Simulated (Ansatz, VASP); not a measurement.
Two plane-wave programs on Mg

```
CELL_PARAMETERS angstrom
0.00000 2.33964 2.33964
2.33964 0.00000 2.33964
2.33964 2.33964 0.00000
ATOMIC_POSITIONS crystal
Mg 0.00000 0.00000 0.00000
```

Alike in both runs: task single point; functional BLYP; k mesh 13 × 13 × 13; occupations fermi-dirac, width 0.1 eV; no spin polarisation.

|  | VASP | Ansatz |
| --- | --- | --- |
| version | VASP 6.6.1 | Ansatz 0.2.0 |
| potentials or method | VASP PAW PBE potentials, release 64 (Mg), cutoff 520 eV | plane waves (420 eV) with PAW, scalar-relativistic |
| valence electrons in the cell | 2 | 10 |

```csv
,VASP,Ansatz,Ansatz less VASP
pressure (GPa),-2.0,-1.9,+0.04
```

VASP's potentials were made for PBE, not for BLYP. VASP's potentials hold 2 valence electrons a cell and Ansatz's 10, so a difference there can come from the potentials and not from the codes.
